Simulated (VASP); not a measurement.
Wanted: the native input for a VASP 6.6.1 run.

* Task: relaxation of cell and atoms
* Functional: PBE
* Potentials or basis: VASP PAW PBE potentials, release 64 (Mg, Te, O)
* Cutoff: 600 eV
* k mesh: 12 × 12 × 4
* Occupations: gaussian, width 0.01 eV
* Spin: no spin polarisation
* Dipole correction: no
* Further INCAR settings: ALGO = Normal; EDIFF = 1e-06; IBRION = 2; EDIFFG = -0.01; NSW = 100; ISIF = 3

The structure of Mg3Te2O lies in POSCAR:

```
Mg3Te2O
1.0
    4.1740946734      0.0000000000      0.0000000000
   -2.0870473367      3.6148720249      0.0000000000
    0.0000000000      0.0000000000      9.1717916713
Mg Te O
3 2 1
Direct
    0.0000000000      0.0000000000      0.5000000000
    0.3333333333      0.6666666667      0.0000000000
    0.3333333333      0.6666666667      0.5000000000
    0.6666666667      0.3333333333      0.2955313775
    0.6666666667      0.3333333333      0.7044686225
    0.0000000000      0.0000000000      0.0000000000
```

The cell was built from a structure type or drawn by symmetry, and may not be a known phase.

The input as run:

INCAR

```
SYSTEM = Mg3Te2O
ALGO = Normal
EDIFF = 1E-6
EDIFFG = -0.01
ENCUT = 600
GGA = PE
IBRION = 2
ISIF = 3
ISMEAR = 0
LASPH = .TRUE.
LCHARG = .FALSE.
LREAL = .FALSE.
LWAVE = .FALSE.
NELM = 60
NSW = 100
PREC = Accurate
SIGMA = 0.01
```

KPOINTS

```
k-points
0
G
  12 12 4
  0 0 0
```

Potentials or basis: VASP PAW PBE potentials, release 64 (Mg, Te, O).

Launch:

```bash
$ cat potpaw_PBE.64/Mg/POTCAR potpaw_PBE.64/Te/POTCAR potpaw_PBE.64/O/POTCAR > POTCAR
$ mpirun -np 1 vasp_std > vasp.out
```

It gave:

```yaml
Relaxed_volume: 22.74 Å³/atom
Relaxed_cell: a = 4.176 Å, b = 4.176 Å, c = 9.035 Å, α = 90.00°, β = 90.00°, γ = 120.00°
Space_group_after_relaxing_to_0.1_Å: P-6m2 (No. 187)
Energy_gained_by_relaxing: 0.4 meV/atom
Ionic_steps: 10
Pressure_after_relaxing: 0.0 GPa
Band_gap_on_the_k_mesh: 0.08 eV (least direct gap 0.31 eV)
```

Caveat: spin-orbit coupling is left out, which moves the levels of the heavy elements.

Wall time 7.3 min on 1 thread of Intel(R) Xeon(R) 6975P-C (Granite Rapids), with other jobs on the host, peak memory 0.46 GiB.
